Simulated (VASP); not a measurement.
# La (Im-3m) in VASP: further runs, part 2 of 2

VASP 6.6.1. Earlier steps stand in the parts before.

## 3. Single point, PBE

This run uses another cell than the first one, of 39.00 Å³/atom, 1.036 times its volume.

INCAR

```
ALGO     = Normal         # electronic algorithm
EDIFF    = 1E-6           # SCF threshold, eV
ENCUT    = 500            # plane-wave cutoff, eV
GGA      = PE             # functional
GGA_COMPAT= False        
ISIF     = 2              # what is computed and relaxed
ISMEAR   = 0              # smearing method
LASPH    = True           # aspherical terms in the spheres
LCHARG   = True           # write CHGCAR
LELF     = True           # ELF
LMAXMIX  = 6              # l up to which the mixer works
LREAL    = False          # projectors in reciprocal space
LVHAR    = True         
LWAVE    = False          # write WAVECAR
NBANDS   = 12             # bands
NELM     = 200            # most SCF steps
PREC     = Accurate       # precision mode
SIGMA    = 0.05           # smearing width, eV
```

KPOINTS

```
k-points
0
Gamma
  6 6 6
```

POSCAR

```
La
1.0
   -2.1362641151      2.1362641151      2.1362641151
    2.1362641151     -2.1362641151      2.1362641151
    2.1362641151      2.1362641151     -2.1362641151
La
1
Direct
    0.0000000000      0.0000000000      0.0000000000
```

Potentials or basis: VASP PAW PBE potentials, release 64 (La).

Command:

```sh
cat potpaw_PBE.64/La/POTCAR > POTCAR
mpirun -np 1 vasp_std > vasp.out
```

OUTCAR:

```text
EDIFF = 1E-6
   ENCUT = 500
   GGA = PE
   ISIF = 2
   ISMEAR = 0
   LASPH = True
   LREAL = False
   NELM = 200
   PREC = Accurate

 ion  position               nearest neighbor table
   1  0.000  0.000  0.000-

  LATTYP: Found a body centered cubic cell.
 ALAT       =     4.2725282302

  Lattice vectors:

 A1 = (  -2.1362641151,   2.1362641151,   2.1362641151)
 A2 = (   2.1362641151,  -2.1362641151,   2.1362641151)
 A3 = (   2.1362641151,   2.1362641151,  -2.1362641151)

Analysis of symmetry for initial positions (statically):
=====================================================================
 Subroutine PRICEL returns:
 Original cell was already a primitive cell.

 Routine SETGRP: Setting up the symmetry group for a
 body centered cubic supercell.

 Subroutine GETGRP returns: Found 48 space group operations
 (whereof 48 operations were pure point group operations)
 out of a pool of 48 trial point group operations.

The static configuration has the point symmetry O_h .

Analysis of symmetry for dynamics (positions and initial velocities):
=====================================================================
 Subroutine PRICEL returns:
 Original cell was already a primitive cell.

 Routine SETGRP: Setting up the symmetry group for a
 body centered cubic supercell.

 Subroutine GETGRP returns: Found 48 space group operations
 (whereof 48 operations were pure point group operations)
 out of a pool of 48 trial point group operations.

The dynamic configuration has the point symmetry O_h .

 Subroutine INISYM returns: Found 48 space group operations
 (whereof 48 operations are pure point group operations),
 and found     1 'primitive' translations

----------------------------------------------------------------------------------------

                                     Primitive cell

  volume of cell :      38.9964

  direct lattice vectors                    reciprocal lattice vectors
    -2.136264115  2.136264115  2.136264115     0.000000000  0.234053456  0.234053456
     2.136264115 -2.136264115  2.136264115     0.234053456  0.000000000  0.234053456
     2.136264115  2.136264115 -2.136264115     0.234053456  0.234053456  0.000000000

  length of vectors
     3.700117986  3.700117986  3.700117986     0.331001572  0.331001572  0.331001572

  position of ions in fractional coordinates (direct lattice)
     0.000000000  0.000000000  0.000000000

  ion indices of the primitive-cell ions
   primitive index   ion index
                 1           1

----------------------------------------------------------------------------------------

 KPOINTS: k-points

Automatic generation of k-mesh.
 Grid dimensions read from file:
 generate k-points for:    6    6    6

 Generating k-lattice:

  Cartesian coordinates                     Fractional coordinates (reciprocal lattice)
     0.000000000  0.039008909  0.039008909     0.166666667  0.000000000  0.000000000
     0.039008909  0.000000000  0.039008909     0.000000000  0.166666667  0.000000000
     0.039008909  0.039008909  0.000000000     0.000000000  0.000000000  0.166666667

  Length of vectors
     0.055166929  0.055166929  0.055166929

  Shift w.r.t. Gamma in fractional coordinates (k-lattice)
     0.000000000  0.000000000  0.000000000

 Subroutine IBZKPT returns following result:
 ===========================================

 Found     16 irreducible k-points:

 Following reciprocal coordinates:
            Coordinates               Weight
  0.000000  0.000000  0.000000      1.000000
  0.166667  0.000000  0.000000     12.000000
  0.333333  0.000000  0.000000     12.000000
  0.500000  0.000000  0.000000      6.000000
  0.166667  0.166667  0.000000     24.000000
  0.333333  0.166667 -0.000000     48.000000
[... 8 lines left out ...]
  0.500000  0.500000  0.333333     12.000000
  0.500000  0.500000  0.500000      1.000000
   k-points           NKPTS =     16   k-points in BZ     NKDIM =     16   number of bands    NBANDS=     12
   number of dos      NEDOS =    301   number of ions     NIONS =      1
   total plane-waves  NPLWV =  21952
   dimension x,y,z NGX =    28 NGY =   28 NGZ =   28
   dimension x,y,z NGXF=    56 NGYF=   56 NGZF=   56
   ions per type =               1
   NGX,Y,Z   is equivalent  to a cutoff of  12.58, 12.58, 12.58 a.u.
   NGXF,Y,Z  is equivalent  to a cutoff of  25.16, 25.16, 25.16 a.u.
 SYSTEM =  unknown system
   PREC   = accura    normal or accurate (medium, high low for compatibility)
   ISTART =      0    job   : 0-new  1-cont  2-samecut
   ICHARG =      2    charge: 1-file 2-atom 10-const
   ISPIN  =      1    spin polarized calculation?
   LNONCOLLINEAR =      F non collinear calculations
   LSORBIT =      F    spin-orbit coupling
   LASPH  =      T    aspherical Exc in radial PAW
   ENCUT  =  500.0 eV  36.75 Ry    6.06 a.u.   6.75  6.75  6.75*2*pi/ulx,y,z
   NELM   =    200;   NELMIN=  2; NELMDL= -5     # of ELM steps
   EDIFF  = 0.1E-05   stopping-criterion for ELM
   LREAL  =      F    real-space projection
   EDIFFG = 0.1E-04   stopping-criterion for IOM
   NSW    =      0    number of steps for IOM
   IBRION =     -1    ionic relax: 0-MD 1-quasi-New 2-CG
   NFREE  =      0    steps in history (QN), initial steepest desc. (CG)
   ISIF   =      2    stress and relaxation
   ISYM   =      2    0-nonsym 1-usesym 2-fastsym
   POTIM  = 0.5000    time-step for ionic-motion
   TEBEG  =    0.0;   TEEND  =   0.0 temperature during run
   PSTRESS=    0.0 pullay stress
   NELECT =      11.0000    total number of electrons
   NUPDOWN=      -1.0000    fix difference up-down
   EMIN   =  10.00;   EMAX   =-10.00  energy-range for DOS
   EFERMI =   0.00;   METHOD = LEGACY
   ISMEAR =     0;   SIGMA  =   0.05  broadening in eV -4-tet -1-fermi 0-gaus
   EFERMI_NEDOS =   21; number of points for ismear=-14 and -15
   IALGO  =     38    algorithm
   IMIX   =      4    mixing-type and parameters
     AMIX     =   0.40;   BMIX     =  1.00
     AMIX_MAG =   1.60;   BMIX_MAG =  1.00
  volume/ion in A,a.u.               =      39.00       263.16
  Fermi-wavevector in a.u.,A,eV,Ry     =   1.073653  2.028911 15.683867  1.152732
  Thomas-Fermi vector in A             =   2.209459
   LORBIT       =      0    0 simple, 1 ext, 2 COOP (PROOUT), +10 PAW based schemes
   GGA     = PE    functional components
   LHFCALC =     F    Hartree Fock is set to
   AEXX    =    0.0000 exact exchange contribution
   IVDW    =     0    specifies the selected vdW correction
   LEPSILON=     F    determine dielectric tensor
   LRPA    =     F    only Hartree local field effects (RPA)
 non-spin polarized calculation
 Gauss-broadening in eV      SIGMA  =   0.05
  energy-cutoff  :      500.00
  volume of cell :       39.00
 maximum number of plane-waves:      1006
   NGX = 13   NGY = 13   NGZ = 13

 number of electron      10.9999998 magnetization

 Free energy of the ion-electron system (eV)
  ---------------------------------------------------
  ext. energy  EPLUGINS =         0.00000000
  ---------------------------------------------------
  free energy    TOTEN  =        -4.73613624 eV

  energy without entropy =       -4.72728871  energy(sigma->0) =       -4.73171247

 E-fermi :   7.3903     XC(G=0):  -9.3678

 val. band max:        7.3743354543   @ k =   0.3333   0.1667  -0.0000
 cond. band min:       7.4370325455   @ k =  -0.3333   0.3333   0.1667
 fundamental gap:      0.0626970912
 Fermi energy:         7.3902509656

 k-point     1 :       0.0000    0.0000    0.0000
  band No.  band energies     occupation
      1     -25.5692      2.00000
      2      -8.6371      2.00000
      3      -8.6371      2.00000
      4      -8.6371      2.00000
      5       4.1969      2.00000
      6       8.8285      0.00000
      7       8.8285      0.00000
      8       8.8285      0.00000
      9       8.8427      0.00000
     10       8.8427      0.00000
     11       8.8427      0.00000
     12       9.4866      0.00000
[... 211 lines left out ...]
 k-point    16 :       0.5000    0.5000    0.5000
  band No.  band energies     occupation
      1     -25.2766      2.00000
      2      -9.4454      2.00000
      3      -9.4454      2.00000
      4      -9.4454      2.00000
      5       5.6617      2.00000
      6       5.6617      2.00000
      7       8.9534      0.00000
      8       9.0875      0.00000
      9       9.0875      0.00000
     10       9.0875      0.00000
     11       9.5485      0.00000
     12       9.5485      0.00000

------------------------ aborting loop because EDIFF is reached ----------------------------------------

  FORCE on cell =-STRESS in cart. coord.  units (eV):
  Direction    XX          YY          ZZ          XY          YZ          ZX
  --------------------------------------------------------------------------------------
  -------------------------------------------------------------------------------------
  Total       -0.0163411     -0.0163411     -0.0163411      0.0000000      0.0000000     -0.0000000
  in kB       -0.6713768     -0.6713768     -0.6713768      0.0000000      0.0000000     -0.0000000
  external PRESSURE =      -0.6713768 kB  Pullay stress =       0.0000000 kB

 VOLUME and BASIS-vectors are now :
 -----------------------------------------------------------------------------
  energy-cutoff  :      500.00
  volume of cell :       39.00
      direct lattice vectors                 reciprocal lattice vectors
    -2.136264115  2.136264115  2.136264115     0.000000000  0.234053456  0.234053456
     2.136264115 -2.136264115  2.136264115     0.234053456  0.000000000  0.234053456
     2.136264115  2.136264115 -2.136264115     0.234053456  0.234053456  0.000000000

 POSITION                                       TOTAL-FORCE (eV/Angst)
 -----------------------------------------------------------------------------------
      0.00000      0.00000      0.00000        -0.000000      0.000000     -0.000000
 -----------------------------------------------------------------------------------
    total drift:                                0.000000      0.000000      0.000000

  FREE ENERGIE OF THE ION-ELECTRON SYSTEM (eV)
  ---------------------------------------------------
  free  energy   TOTEN  =        -4.7361362355 eV

  energy  without entropy=       -4.7272887068  energy(sigma->0) =       -4.73171247
```

Wall time 6.8 s (1 thread of Intel Xeon 6975P-C (Granite Rapids), shared host); peak memory 0.16 GiB.

Results:

```
Free energy : -4.7361 eV
Pressure    : -0.1 GPa
```

Caveat: spin-orbit coupling is left out, which moves the levels of the heavy elements.
